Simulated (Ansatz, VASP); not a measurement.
## Ir2Ru: VASP beside Ansatz

The input INCAR:

```
SYSTEM = Ir2Ru
PREC = Accurate ; ENCUT = 520
EDIFF = 1E-6 ; ISMEAR = 0
SIGMA = 0.1 ; LREAL = .FALSE.
LASPH = .TRUE. ; NELM = 150
ALGO = Normal ; ISIF = 2
LWAVE = .FALSE. ; LCHARG = .TRUE.
ISPIN = 2 ; MAGMOM = 1 1 1 1 1 1
LORBIT = 11 ; LMAXMIX = 4
GGA = PE ; LELF = .TRUE.
LVHAR = .TRUE. ; NBANDS = 45
```

Contents of KPOINTS:

```
regular mesh
0
G
  6 6 2
  0 0 0
```

POSCAR

```
Ir2Ru
1.0
    2.7657789986      0.0000000000      0.0000000000
   -1.3828894993      2.3952348741      0.0000000000
    0.0000000000      0.0000000000     12.9753144688
Ru Ir
2 4
Direct
    0.3333333333      0.6666666667      0.7500000000
    0.6666666667      0.3333333333      0.2500000000
    0.3333333333      0.6666666667      0.0858776630
    0.3333333333      0.6666666667      0.4141223370
    0.6666666667      0.3333333333      0.9141223370
    0.6666666667      0.3333333333      0.5858776630
```

Input for Ansatz:

```yaml
crystal:
  lattice:
    - [2.7657789986, 0.0, 0.0]
    - [-1.3828894993, 2.3952348741, 0.0]
    - [0.0, 0.0, 12.9753144688]
  atoms:
    - { symbol: Ru, position: [0.3333333333, 0.6666666667, 0.75], spin: 1.0 }
    - { symbol: Ru, position: [0.6666666667, 0.3333333333, 0.25], spin: 1.0 }
    - { symbol: Ir, position: [0.3333333333, 0.6666666667, 0.085877663], spin: 1.0 }
    - { symbol: Ir, position: [0.3333333333, 0.6666666667, 0.414122337], spin: 1.0 }
    - { symbol: Ir, position: [0.6666666667, 0.3333333333, 0.914122337], spin: 1.0 }
    - { symbol: Ir, position: [0.6666666667, 0.3333333333, 0.585877663], spin: 1.0 }
basis:
  ecutwfc: 420
kpoints:
  mp_grid: { grid: [6, 6, 2] }
hamiltonian:
  xc: pbe
scf:
  occupations: { method: gaussian, width: 0.1 }
  lower_state_search: "off"
output:
  forces: true
  stress: true
  eigenvalues: true
  populations: true
magnetization:
  spin_polarized: true
```

Alike in both runs: task single point; functional PBE; k mesh 6 × 6 × 2; occupations gaussian, width 0.1 eV; collinear spin.

|  | VASP | Ansatz |
| --- | --- | --- |
| version | VASP 6.6.1 | Ansatz 0.2.0 |
| potentials or method | VASP PAW PBE potentials, release 64 (Ru_pv, Ir), cutoff 520 eV | scalar-relativistic, plane waves, PAW |
| valence electrons in the cell | 64 | 100 |

```tsv
	VASP	Ansatz	Ansatz less VASP
gap on the k mesh at the Fermi level (eV)	none	none	-
pressure (GPa)	0.3	0.0	-0.32
traceless stress, the component that is largest in VASP (GPa)	0.28	0.27	-0.005
rms of the force components (eV/Å)	0.006	0.005	-0.0012
net moment per atom (μB)	0.00	0.00	0.000
```

Atom by atom the forces differ by 0.010 eV/Å (rms over components). A gap of «none» marks a metal or a gap that the smearing closes. With one functional, cell and mesh, what is left measures potentials, basis and numerics. VASP's potentials hold 64 valence electrons a cell and Ansatz's 100, so a difference there can come from the potentials and not from the codes. Ansatz's warnings: seeded moment not kept.

The k mesh is coarse, so the values compare programs but aren't converged. Neither program's run includes spin-orbit coupling.
